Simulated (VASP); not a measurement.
# CdTe (Fm-3m) in VASP: a series of runs

Runs on CdTe. Level: PBEsol. Tasks: single point.

Everything below comes from runs of VASP 6.6.1. Logs are shortened: lines on timing, memory, paths and dates and some standing lists are left out, and cuts for length are marked.

## Step 1: The cell of the first run

Symmetry: Fm-3m, No. 225, cubic system. The conventional cell has a = 6.089 Å, b = 6.089 Å, c = 6.089 Å, α = 90.00°, β = 90.00°, γ = 90.00°. Within 4.0 Å of Cd (site symmetry m-3m) lie 6 Te at 3.04 Å. Te (site symmetry m-3m) has 6 Cd at 3.04 Å within 4.0 Å.

## Step 2: Single point, PBEsol

The input, INCAR:

```
SYSTEM = CdTe
  PREC = Accurate
  ENCUT = 520
  EDIFF = 1E-6
  ISMEAR = -1
  SIGMA = 0.02
  LREAL = .False.
  LASPH = .True.
  NELM = 100
  ALGO = Normal
  ISIF = 2
  LWAVE = .False.
  LCHARG = .True.
  GGA = PS
  LELF = .True.
  LVHAR = .True.
  NBANDS = 16
```

The input, KPOINTS:

```
regular mesh
0
Gamma
  6 6 6
  0 0 0
```

The input, POSCAR:

```
CdTe
1.0
    0.0000000000      3.0443556759      3.0443556759
    3.0443556759      0.0000000000      3.0443556759
    3.0443556759      3.0443556759      0.0000000000
Cd Te
1 1
Direct
    0.0000000000      0.0000000000      0.0000000000
    0.5000000000      0.5000000000      0.5000000000
```

Potentials or basis: VASP PAW PBE potentials, release 64 (Cd, Te).

The run is started by

```sh
> cat potpaw_PBE.64/Cd/POTCAR potpaw_PBE.64/Te/POTCAR > POTCAR
> mpirun -np 1 vasp_std > vasp.out
```

OUTCAR:

```text
SYSTEM = CdTe
   PREC = Accurate
   ENCUT = 520
   EDIFF = 1E-6
   ISMEAR = -1
   LREAL = .False.
   LASPH = .True.
   NELM = 100
   ISIF = 2
   GGA = PS

 ion  position               nearest neighbor table
   1  0.000  0.000  0.000-   2 3.04   2 3.04   2 3.04   2 3.04   2 3.04   2 3.04
   2  0.500  0.500  0.500-   1 3.04   1 3.04   1 3.04   1 3.04   1 3.04   1 3.04

  LATTYP: Found a face centered cubic cell.
 ALAT       =     6.0887113518

  Lattice vectors:

 A1 = (   0.0000000000,   3.0443556759,   3.0443556759)
 A2 = (   3.0443556759,   0.0000000000,   3.0443556759)
 A3 = (   3.0443556759,   3.0443556759,   0.0000000000)

Analysis of symmetry for initial positions (statically):
=====================================================================
 Subroutine PRICEL returns:
 Original cell was already a primitive cell.

 Routine SETGRP: Setting up the symmetry group for a
 face centered cubic supercell.

 Subroutine GETGRP returns: Found 48 space group operations
 (whereof 48 operations were pure point group operations)
 out of a pool of 48 trial point group operations.

The static configuration has the point symmetry O_h .

Analysis of symmetry for dynamics (positions and initial velocities):
=====================================================================
 Subroutine PRICEL returns:
 Original cell was already a primitive cell.

 Routine SETGRP: Setting up the symmetry group for a
 face centered cubic supercell.

 Subroutine GETGRP returns: Found 48 space group operations
 (whereof 48 operations were pure point group operations)
 out of a pool of 48 trial point group operations.

The dynamic configuration has the point symmetry O_h .

 Subroutine INISYM returns: Found 48 space group operations
 (whereof 48 operations are pure point group operations),
 and found     1 'primitive' translations

----------------------------------------------------------------------------------------

                                     Primitive cell

  volume of cell :      56.4308

  direct lattice vectors                    reciprocal lattice vectors
     0.000000000  3.044355676  3.044355676    -0.164238365  0.164238365  0.164238365
     3.044355676  0.000000000  3.044355676     0.164238365 -0.164238365  0.164238365
     3.044355676  3.044355676  0.000000000     0.164238365  0.164238365 -0.164238365

  length of vectors
     4.305369086  4.305369086  4.305369086     0.284469193  0.284469193  0.284469193

  position of ions in fractional coordinates (direct lattice)
     0.000000000  0.000000000  0.000000000
     0.500000000  0.500000000  0.500000000

  ion indices of the primitive-cell ions
   primitive index   ion index
                 1           1
                 2           2

----------------------------------------------------------------------------------------

 KPOINTS: regular mesh

Automatic generation of k-mesh.
 Grid dimensions read from file:
 generate k-points for:    6    6    6

 Generating k-lattice:

  Cartesian coordinates                     Fractional coordinates (reciprocal lattice)
    -0.027373061  0.027373061  0.027373061     0.166666667  0.000000000  0.000000000
     0.027373061 -0.027373061  0.027373061     0.000000000  0.166666667  0.000000000
     0.027373061  0.027373061 -0.027373061     0.000000000  0.000000000  0.166666667

  Length of vectors
     0.047411532  0.047411532  0.047411532

  Shift w.r.t. Gamma in fractional coordinates (k-lattice)
     0.000000000  0.000000000  0.000000000

 Subroutine IBZKPT returns following result:
 ===========================================

 Found     16 irreducible k-points:

 Following reciprocal coordinates:
            Coordinates               Weight
  0.000000  0.000000  0.000000      1.000000
  0.166667  0.000000  0.000000      8.000000
  0.333333  0.000000  0.000000      8.000000
  0.500000  0.000000  0.000000      4.000000
  0.166667  0.166667  0.000000      6.000000
  0.333333  0.166667  0.000000     24.000000
[... 8 lines left out ...]
 -0.333333  0.333333  0.166667     24.000000
 -0.333333  0.500000  0.166667     12.000000
   k-points           NKPTS =     16   k-points in BZ     NKDIM =     16   number of bands    NBANDS=     16
   number of dos      NEDOS =    301   number of ions     NIONS =      2
   total plane-waves  NPLWV =  32768
   dimension x,y,z NGX =    32 NGY =   32 NGZ =   32
   dimension x,y,z NGXF=    64 NGYF=   64 NGZF=   64
   ions per type =               1   1
   NGX,Y,Z   is equivalent  to a cutoff of  12.36, 12.36, 12.36 a.u.
   NGXF,Y,Z  is equivalent  to a cutoff of  24.71, 24.71, 24.71 a.u.
 SYSTEM =  CdTe
   PREC   = accura    normal or accurate (medium, high low for compatibility)
   ISTART =      0    job   : 0-new  1-cont  2-samecut
   ICHARG =      2    charge: 1-file 2-atom 10-const
   ISPIN  =      1    spin polarized calculation?
   LNONCOLLINEAR =      F non collinear calculations
   LSORBIT =      F    spin-orbit coupling
   LASPH  =      T    aspherical Exc in radial PAW
   ENCUT  =  520.0 eV  38.22 Ry    6.18 a.u.   8.01  8.01  8.01*2*pi/ulx,y,z
   NELM   =    100;   NELMIN=  2; NELMDL= -5     # of ELM steps
   EDIFF  = 0.1E-05   stopping-criterion for ELM
   LREAL  =      F    real-space projection
   EDIFFG = 0.1E-04   stopping-criterion for IOM
   NSW    =      0    number of steps for IOM
   IBRION =     -1    ionic relax: 0-MD 1-quasi-New 2-CG
   NFREE  =      0    steps in history (QN), initial steepest desc. (CG)
   ISIF   =      2    stress and relaxation
   ISYM   =      2    0-nonsym 1-usesym 2-fastsym
   POTIM  = 0.5000    time-step for ionic-motion
   TEBEG  =    0.0;   TEEND  =   0.0 temperature during run
   PSTRESS=    0.0 pullay stress
   NELECT =      18.0000    total number of electrons
   NUPDOWN=      -1.0000    fix difference up-down
   EMIN   =  10.00;   EMAX   =-10.00  energy-range for DOS
   EFERMI =   0.00;   METHOD = LEGACY
   ISMEAR =    -1;   SIGMA  =   0.02  broadening in eV -4-tet -1-fermi 0-gaus
   EFERMI_NEDOS =   21; number of points for ismear=-14 and -15
   IALGO  =     38    algorithm
   IMIX   =      4    mixing-type and parameters
     AMIX     =   0.40;   BMIX     =  1.00
     AMIX_MAG =   1.60;   BMIX_MAG =  1.00
  volume/ion in A,a.u.               =      28.22       190.41
[... 47 lines left out ...]
      2      -4.4391      2.00000
      3      -4.4391      2.00000
      4      -4.3712      2.00000
      5      -4.3419      2.00000
      6      -4.3419      2.00000
[... 8 lines left out ...]
     15      11.6862      0.00000
     16      11.6862      0.00000

 k-point     3 :       0.3333    0.0000    0.0000
  band No.  band energies     occupation
      1      -7.0245      2.00000
      2      -4.5164      2.00000
      3      -4.5164      2.00000
      4      -4.4076      2.00000
      5      -4.2972      2.00000
      6      -4.2972      2.00000
[... 8 lines left out ...]
     15      13.1949      0.00000
     16      13.1949      0.00000

 k-point     4 :       0.5000    0.0000    0.0000
  band No.  band energies     occupation
      1      -6.6716      2.00000
      2      -4.5546      2.00000
      3      -4.5546      2.00000
      4      -4.4479      2.00000
      5      -4.2742      2.00000
      6      -4.2742      2.00000
[... 8 lines left out ...]
     15      14.9997      0.00000
     16      14.9997      0.00000

 k-point     5 :       0.1667    0.1667    0.0000
  band No.  band energies     occupation
      1      -7.5082      2.00000
      2      -4.4659      2.00000
      3      -4.3894      2.00000
      4      -4.3785      2.00000
      5      -4.3369      2.00000
      6      -4.3369      2.00000
[... 8 lines left out ...]
     15      13.2739      0.00000
     16      13.2739      0.00000

 k-point     6 :       0.3333    0.1667    0.0000
  band No.  band energies     occupation
      1      -7.1311      2.00000
      2      -4.4544      2.00000
      3      -4.4307      2.00000
      4      -4.3916      2.00000
      5      -4.3006      2.00000
      6      -4.2912      2.00000
[... 8 lines left out ...]
     15      13.8335      0.00000
     16      14.1862      0.00000

 k-point     7 :       0.5000    0.1667    0.0000
  band No.  band energies     occupation
      1      -6.7506      2.00000
      2      -4.5049      2.00000
      3      -4.4112      2.00000
      4      -4.3944      2.00000
      5      -4.2666      2.00000
      6      -4.2368      2.00000
[... 8 lines left out ...]
     15      15.0616      0.00000
     16      15.1362      0.00000

 k-point     8 :      -0.3333    0.1667    0.0000
  band No.  band energies     occupation
      1      -6.8200      2.00000
      2      -4.5364      2.00000
      3      -4.4502      2.00000
      4      -4.3774      2.00000
      5      -4.2886      2.00000
      6      -4.2375      2.00000
[... 8 lines left out ...]
     15      12.9488      0.00000
     16      14.9902      0.00000

 k-point     9 :      -0.1667    0.1667    0.0000
  band No.  band energies     occupation
      1      -7.2540      2.00000
      2      -4.5033      2.00000
      3      -4.4494      2.00000
      4      -4.3754      2.00000
      5      -4.3267      2.00000
      6      -4.2956      2.00000
[... 8 lines left out ...]
     15      12.7696      0.00000
     16      13.9335      0.00000

 k-point    10 :       0.3333    0.3333    0.0000
  band No.  band energies     occupation
      1      -7.0498      2.00000
      2      -4.4132      2.00000
      3      -4.3633      2.00000
      4      -4.2736      2.00000
      5      -4.2736      2.00000
      6      -4.1897      2.00000
[... 8 lines left out ...]
     15      14.9990      0.00000
     16      16.1676      0.00000

 k-point    11 :       0.5000    0.3333    0.0000
  band No.  band energies     occupation
      1      -6.8758      2.00000
      2      -4.4122      2.00000
      3      -4.4014      2.00000
      4      -4.2748      2.00000
      5      -4.2479      2.00000
      6      -3.8548      2.00000
[... 8 lines left out ...]
     15      15.6894      0.00000
     16      16.4289      0.00000

 k-point    12 :      -0.3333    0.3333    0.0000
  band No.  band energies     occupation
      1      -6.7555      2.00000
      2      -4.4828      2.00000
      3      -4.3965      2.00000
      4      -4.3206      2.00000
      5      -4.2629      2.00000
      6      -3.9491      2.00000
[... 8 lines left out ...]
     15      13.6684      0.00000
     16      15.5925      0.00000

 k-point    13 :       0.5000    0.5000    0.0000
  band No.  band energies     occupation
      1      -6.9270      2.00000
      2      -4.4306      2.00000
      3      -4.3501      2.00000
      4      -4.2336      2.00000
      5      -4.2336      2.00000
      6      -3.5698      2.00000
[... 8 lines left out ...]
     15      16.2314      0.00000
     16      16.9339      0.00000

 k-point    14 :       0.5000    0.3333    0.1667
  band No.  band energies     occupation
      1      -6.8807      2.00000
      2      -4.4635      2.00000
      3      -4.3866      2.00000
      4      -4.3520      2.00000
      5      -4.2729      2.00000
      6      -4.1418      2.00000
[... 8 lines left out ...]
     15      15.1113      0.00000
     16      15.2497      0.00000

 k-point    15 :      -0.3333    0.3333    0.1667
  band No.  band energies     occupation
      1      -6.7555      2.00000
      2      -4.4922      2.00000
      3      -4.3668      2.00000
      4      -4.3498      2.00000
      5      -4.2520      2.00000
      6      -3.9488      2.00000
[... 8 lines left out ...]
     15      13.5833      0.00000
     16      16.2972      0.00000

 k-point    16 :      -0.3333    0.5000    0.1667
  band No.  band energies     occupation
      1      -6.8189      2.00000
      2      -4.4355      2.00000
      3      -4.3952      2.00000
      4      -4.2986      2.00000
      5      -4.2336      2.00000
      6      -3.6874      2.00000
[... 8 lines left out ...]
     15      15.1289      0.00000
     16      16.9594      0.00000

------------------------ aborting loop because EDIFF is reached ----------------------------------------

  FORCE on cell =-STRESS in cart. coord.  units (eV):
  Direction    XX          YY          ZZ          XY          YZ          ZX
  --------------------------------------------------------------------------------------
  -------------------------------------------------------------------------------------
  Total       -0.6841484     -0.6841484     -0.6841484      0.0000000      0.0000000     -0.0000000
  in kB      -19.4242713    -19.4242713    -19.4242713      0.0000000      0.0000000     -0.0000000
  external PRESSURE =     -19.4242713 kB  Pullay stress =       0.0000000 kB

 VOLUME and BASIS-vectors are now :
 -----------------------------------------------------------------------------
  energy-cutoff  :      520.00
  volume of cell :       56.43
      direct lattice vectors                 reciprocal lattice vectors
     0.000000000  3.044355676  3.044355676    -0.164238365  0.164238365  0.164238365
     3.044355676  0.000000000  3.044355676     0.164238365 -0.164238365  0.164238365
     3.044355676  3.044355676  0.000000000     0.164238365  0.164238365 -0.164238365

 POSITION                                       TOTAL-FORCE (eV/Angst)
 -----------------------------------------------------------------------------------
      0.00000      0.00000      0.00000         0.000000      0.000000      0.000000
      3.04436      3.04436      3.04436         0.000000      0.000000     -0.000000
 -----------------------------------------------------------------------------------
    total drift:                                0.000000     -0.000000     -0.000000

  FREE ENERGIE OF THE ION-ELECTRON SYSTEM (eV)
  ---------------------------------------------------
  free  energy   TOTEN  =        -5.1999420410 eV

  energy  without entropy=       -5.1980860147  energy(sigma->0) =       -5.19901403
```

Wall time 8.3 s (1 thread of AMD EPYC 9R45 (Zen 5), shared host); peak memory 0.15 GiB.

What came out:

| Property | Result |
| --- | --- |
| Free energy | -5.1999 eV |
| Pressure | -1.9 GPa |
| Band gap on the k mesh | zero (band 9 reaches 3.96 eV, above the bottom of band 10 at 2.53 eV) |

Levels at points of the mesh, in eV from the Fermi level:
| k point | band 7 | band 8 | band 9 | band 10 | band 11 | band 12 |
| --- | --- | --- | --- | --- | --- | --- |
| (0.00, 0.00, 0.00) | -0.52 | -0.52 | -0.52 | 0.22 | 7.01 | 7.01 |
| (0.50, 0.00, 0.00) | -5.29 | -0.08 | -0.08 | 2.56 | 3.87 | 3.87 |
| (0.50, 0.50, 0.00) | -4.23 | -2.16 | -2.16 | -1.41 | 4.10 | 9.10 |

Caveat: the PAW data sets were made with another functional, which shifts forces and pressure a little; spin-orbit coupling is left out, which moves the levels of the heavy elements.

## Step 3: Single point, PBEsol

The input, INCAR:

```
SYSTEM = CdTe
  PREC = Accurate
  ENCUT = 520
  EDIFF = 1E-7
  ISMEAR = 0
  SIGMA = 0.05
  LREAL = .False.
  LASPH = .True.
  NELM = 80
  ALGO = Normal
  ISIF = 2
  LWAVE = .False.
  LCHARG = .False.
  GGA = PS
  NBANDS = 16
```

The input, KPOINTS:

```
Automatic mesh
0
Gamma
  6 6 6
  0 0 0
```

POSCAR is that of step 2.

Potentials or basis: VASP PAW PBE potentials, release 64 (Cd, Te).

The run is started by

```sh
> cat potpaw_PBE.64/Cd/POTCAR potpaw_PBE.64/Te/POTCAR > POTCAR
> mpirun -np 1 vasp_std > vasp.out
```

Run time: 8.7 s. Hardware: 1 thread of AMD EPYC 9R45 (Zen 5), shared host; peak memory 0.15 GiB.

Results (log left out):

```yaml
Free_energy: -5.1999 eV
Pressure: -2.0 GPa
Band_gap_on_the_k_mesh: zero (band 9 reaches 3.96 eV, above the bottom of band 10 at 2.53 eV)
```

Levels at points of the mesh, in eV from the Fermi level:
```tsv
k point	band 7	band 8	band 9	band 10	band 11	band 12
(0.00, 0.00, 0.00)	-0.51	-0.51	-0.51	0.22	7.01	7.01
(0.50, 0.00, 0.00)	-5.29	-0.08	-0.08	2.57	3.87	3.87
(0.50, 0.50, 0.00)	-4.23	-2.16	-2.16	-1.41	4.11	9.10
```

Caveat: the PAW data sets were made with another functional, which shifts forces and pressure a little; spin-orbit coupling is left out, which moves the levels of the heavy elements.

## Step 4: Single point, PBEsol

The input, INCAR:

```
SYSTEM = CdTe
PREC     = Accurate       ! precision mode
ENCUT    = 520            ! plane-wave cutoff, eV
EDIFF    = 1E-6           ! SCF threshold, eV
ISMEAR   = 1              ! smearing method
SIGMA    = 0.5            ! smearing width, eV
LREAL    = .FALSE.        ! projectors in reciprocal space
LASPH    = .TRUE.         ! aspherical terms in the spheres
NELM     = 80             ! most SCF steps
ALGO     = Normal         ! electronic algorithm
ISIF     = 2              ! what is computed and relaxed
LWAVE    = .FALSE.        ! write WAVECAR
LCHARG   = .FALSE.        ! write CHGCAR
GGA      = PS             ! functional
NBANDS   = 16             ! bands
```

The input, KPOINTS:

```
regular mesh
0
G
  6 6 6
  0 0 0
```

POSCAR is that of step 3.

The run is started by

```sh
> cat potpaw_PBE.64/Cd/POTCAR potpaw_PBE.64/Te/POTCAR > POTCAR
> mpirun -np 1 vasp_std > vasp.out
```

Wall time 7.8 s (1 thread of AMD EPYC 9R45 (Zen 5), shared host); peak memory 0.15 GiB.

It converged, with:

```
Free energy            : -5.2133 eV
Pressure               : -2.0 GPa
Band gap on the k mesh : zero (band 9 reaches 3.94 eV, above the bottom of band 10 at 2.54 eV)
```

Levels at points of the mesh, in eV from the Fermi level:
| k point | band 7 | band 8 | band 9 | band 10 | band 11 | band 12 |
| --- | --- | --- | --- | --- | --- | --- |
| (0.00, 0.00, 0.00) | -0.53 | -0.53 | -0.53 | 0.22 | 7.01 | 7.01 |
| (0.50, 0.00, 0.00) | -5.29 | -0.09 | -0.09 | 2.57 | 3.88 | 3.88 |
| (0.50, 0.50, 0.00) | -4.24 | -2.17 | -2.17 | -1.40 | 4.11 | 9.10 |

Caveat: the PAW data sets were made with another functional, which shifts forces and pressure a little; spin-orbit coupling is left out, which moves the levels of the heavy elements.

## Step 5: Single point, PBEsol

The input, INCAR:

```
PREC = Accurate
ENCUT = 520
EDIFF = 1E-6
ISMEAR = -1
SIGMA = 0.02
LREAL = False
LASPH = True
NELM = 100
ALGO = Normal
ISIF = 2
LWAVE = False
LCHARG = False
GGA = PS
NBANDS = 16
ISYM = 0
```

The input, KPOINTS:

```
Automatic mesh
0
Gamma
  6 6 6
```

POSCAR is that of step 4.

The run is started by

```sh
> cat potpaw_PBE.64/Cd/POTCAR potpaw_PBE.64/Te/POTCAR > POTCAR
> mpirun -np 1 vasp_std > vasp.out
```

Wall time 42 s (1 thread of AMD EPYC 9R45 (Zen 5), shared host); peak memory 0.22 GiB.

It converged, with:

- Free energy: -5.1999 eV
- Pressure: -1.9 GPa
- Band gap on the k mesh: zero (band 9 reaches 3.96 eV, above the bottom of band 10 at 2.53 eV)

Levels at points of the mesh, in eV from the Fermi level:
| k point | band 7 | band 8 | band 9 | band 10 | band 11 | band 12 |
| --- | --- | --- | --- | --- | --- | --- |
| (0.00, 0.00, 0.00) | -0.52 | -0.52 | -0.52 | 0.22 | 7.01 | 7.01 |
| (0.50, 0.00, 0.00) | -5.29 | -0.08 | -0.08 | 2.56 | 3.87 | 3.87 |
| (0.00, 0.50, 0.00) | -5.29 | -0.08 | -0.08 | 2.56 | 3.87 | 3.87 |
| (0.00, 0.00, 0.50) | -5.29 | -0.08 | -0.08 | 2.56 | 3.87 | 3.87 |
| (0.50, 0.50, 0.50) | -5.29 | -0.08 | -0.08 | 2.56 | 3.87 | 3.87 |
| (0.50, 0.50, 0.00) | -4.23 | -2.16 | -2.16 | -1.41 | 4.10 | 9.10 |
| (0.00, 0.50, 0.50) | -4.23 | -2.16 | -2.16 | -1.41 | 4.10 | 9.10 |
| (0.50, 0.00, 0.50) | -4.23 | -2.16 | -2.16 | -1.41 | 4.10 | 9.10 |

Caveat: the PAW data sets were made with another functional, which shifts forces and pressure a little; spin-orbit coupling is left out, which moves the levels of the heavy elements.

## Step 6: Overview

| smearing | gap on the mesh (eV) | pressure (GPa) |
| --- | --- | --- |
| fermi-dirac 0.02 eV | none | -1.9 |
| gaussian 0.05 eV | none | -2.0 |
| methfessel-paxton 0.5 eV | none | -2.0 |

Alike in all rows: task single point; level PBEsol; potentials or basis VASP PAW PBE potentials, release 64 (Cd, Te); no spin polarisation; cell as given; k mesh 6 × 6 × 6; cutoff (eV) 520.

Every run on the cell as given and a fine mesh finds a metal.

Caveats: the PAW data sets were made with another functional, which shifts forces and pressure a little; spin-orbit coupling is left out, which moves the levels of the heavy elements.

Total energies depend on the potentials used, so only differences within one code and one set of settings carry meaning.
